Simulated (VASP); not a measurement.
Write the native input for VASP 6.6.1 that does the following.

| Item | Value |
| --- | --- |
| Task | single point |
| Functional | PBE |
| Potentials or basis | VASP PAW PBE potentials, release 64 (C) |
| Cutoff | 520 eV |
| k mesh | 4 × 8 × 4 |
| Occupations | gaussian, width 0.1 eV |
| Spin | no spin polarisation |
| Dipole correction | no |
| Further INCAR settings | ALGO = Normal; EDIFF = 1e-07; NBANDS = 26 |

The structure of C lies in POSCAR:

```
C
1.0
    3.8478814600      0.0000000000      0.0000000000
    0.0000000000      2.1313070800      0.0000000000
    0.0000000000      0.0000000000      4.2870968500
C
8
Direct
    0.3808429800      0.2315920000      0.1153740000
    0.8808429800      0.7684080000      0.3846260000
    0.6191570200      0.2315920000      0.3846260000
    0.1191570200      0.2315920000      0.6153740000
    0.1191570200      0.7684080000      0.1153740000
    0.8808429800      0.2315920000      0.8846260000
    0.3808429800      0.7684080000      0.6153740000
    0.6191570200      0.7684080000      0.8846260000
```

The cell was built from a structure type or drawn by symmetry, and may not be a known phase.

The input as run:

INCAR

```
PREC = Accurate
ENCUT = 520
EDIFF = 1E-7
ISMEAR = 0
SIGMA = 0.1
LREAL = False
LASPH = True
NELM = 100
ALGO = Normal
ISIF = 2
LWAVE = False
LCHARG = False
GGA = PE
NBANDS = 26
```

KPOINTS

```
regular mesh
0
Gamma
  4 8 4
```

Potentials or basis: VASP PAW PBE potentials, release 64 (C).

Command:

```bash
$ cat potpaw_PBE.64/C/POTCAR > POTCAR
$ mpirun -np 1 vasp_std > vasp.out
```

Results of the run:

```
Pressure               : 177.6 GPa
Largest force          : 2.915 eV/Å
Band gap on the k mesh : zero (bands 16 and 17 overlap by 5.01 eV)
```

Caveat: the k points lie up to 0.41 Å⁻¹ apart, too coarse for converged energies and pressures of a metal; forces of over 1 eV/Å act on the atoms, so gaps and moduli don't describe the material at rest.

Wall time 29 s on 1 thread of Intel(R) Xeon(R) Platinum 8259CL CPU @ 2.50GHz (Skylake/Cascade Lake), on a shared host, peak memory 0.15 GiB.
